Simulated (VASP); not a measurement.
A run of VASP 6.6.1 is set up as follows.

INCAR

```
SYSTEM = Ti
ALGO = Normal
EDIFF = 1E-6
ENCUT = 520
GGA = PS
ISIF = 2
ISMEAR = -1
LASPH = .TRUE.
LCHARG = .FALSE.
LREAL = .FALSE.
LWAVE = .FALSE.
NBANDS = 12
NELM = 100
PREC = Accurate
SIGMA = 0.08
```

The input KPOINTS:

```
k-points
0
G
  15 15 15
  0 0 0
```

POSCAR

```
Ti
1.0
    2.5894490055      0.0000000000      0.0000000000
    0.0000000000      2.5894490055      0.0000000000
    0.0000000000      0.0000000000      2.5894490055
Ti
1
Direct
    0.0000000000      0.0000000000      0.0000000000
```

Potentials or basis: VASP PAW PBE potentials, release 64 (Ti_sv).

The run is started by

```console
$ cat potpaw_PBE.64/Ti_sv/POTCAR > POTCAR
$ mpirun -np 1 vasp_std > vasp.out
```

Question: Estimate the band gap on the k mesh.

Answer: Zero (band 6 reaches 8.65 eV, above the bottom of band 7 at 6.60 eV).

Question: What does it give for the pressure?

Answer: 0.5 GPa.

Caveat: the PAW data sets were made with another functional, which shifts forces and pressure a little.
